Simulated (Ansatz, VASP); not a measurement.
NaS3 in VASP and in Ansatz

File INCAR:

```
SYSTEM = NaS3
ALGO = Normal
EDIFF = 1E-7
EDIFFG = -0.04
ENCUT = 600
GGA = PE
IBRION = 2
ISIF = 3
ISMEAR = 0
LASPH = .True.
LCHARG = .False.
LREAL = .False.
LWAVE = .False.
NELM = 80
NSW = 90
PREC = Accurate
SIGMA = 0.1
```

Contents of KPOINTS:

```
k-points
0
Gamma
  4 4 4
  0 0 0
```

The input POSCAR:

```
NaS3
1.0
    4.3435558308      0.0000000000      0.0000000000
    0.0000000000      4.3435558308      0.0000000000
    0.0000000000      0.0000000000      4.3435558308
Na S
1 3
Direct
    0.0000000000      0.0000000000      0.0000000000
    0.0000000000      0.5000000000      0.5000000000
    0.5000000000      0.0000000000      0.5000000000
    0.5000000000      0.5000000000      0.0000000000
```

Input for Ansatz:

```yaml
crystal:
  lattice:
    - [4.3435558308, 0.0, 0.0]
    - [0.0, 4.3435558308, 0.0]
    - [0.0, 0.0, 4.3435558308]
  atoms:
    - { symbol: Na, position: [0.0, 0.0, 0.0] }
    - { symbol: S, position: [0.0, 0.5, 0.5] }
    - { symbol: S, position: [0.5, 0.0, 0.5] }
    - { symbol: S, position: [0.5, 0.5, 0.0] }
basis:
  ecutwfc: 420
kpoints:
  mp_grid: { grid: [4, 4, 4] }
hamiltonian:
  xc: pbe
scf:
  occupations: { method: gaussian, width: 0.1 }
  lower_state_search: "off"
output:
  forces: true
  stress: true
  eigenvalues: true
relax:
  adjacent_minimum: "off"
  f_tol: 0.04
  max_steps: 70
  cell: { stress_tol: 0.4 }
```

Alike in both runs: task relaxation of cell and atoms; functional PBE; k mesh 4 × 4 × 4; occupations gaussian, width 0.1 eV; no spin polarisation.

|  | VASP | Ansatz |
| --- | --- | --- |
| version | VASP 6.6.1 | Ansatz 0.2.0 |
| potentials or method | VASP PAW PBE potentials, release 64 (Na_pv, S), cutoff 600 eV | scalar-relativistic, plane waves, PAW |
| valence electrons in the cell | 25 | 27 |

```tsv
	VASP	Ansatz	Ansatz less VASP
gap on the k mesh at the Fermi level, each at its own relaxed structure (eV)	none	none	-
relaxed volume (Å³/atom)	17.66	17.55	-0.111
relaxed cell length with the largest relative difference (Å)	4.134	4.125	-0.0087
```

A gap of «none» marks a metal or a gap that the smearing closes. VASP's potentials hold 25 valence electrons a cell and Ansatz's 27, so a difference there can come from the potentials and not from the codes.

The k mesh is coarse, so the values compare programs but aren't converged.
